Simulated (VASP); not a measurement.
Runs of VASP 6.6.1 on Ti. The structure is that of space group I4/mmm (No. 139), or close to it. The cells are those of the table. 

```tsv
cell	gap on the mesh (eV)	pressure (GPa)
a = 3.023, b = 3.023, c = 3.868 Å, 2 atoms	none	-1.7
a = 3.023, b = 3.023, c = 4.012 Å, 2 atoms	none	-5.2
a = 2.965, b = 2.965, c = 3.990 Å, 2 atoms	none	-0.8
a = 3.081, b = 3.081, c = 3.741 Å, 2 atoms	none	(a)
```

Alike in all rows: task single point; level r2SCAN; potentials or basis VASP PAW PBE potentials, release 64 (Ti_sv); no spin polarisation; k mesh 18 × 18 × 12; cutoff (eV) 520; smearing gaussian 0.1 eV.

Estimate the missing entries.

(a) -2.3.

Caveats: the PAW data sets were made with another functional, which shifts forces and pressure a little; the cell stands under tension (at least some runs).

A gap of «none» marks levels without a gap at the run's occupations.
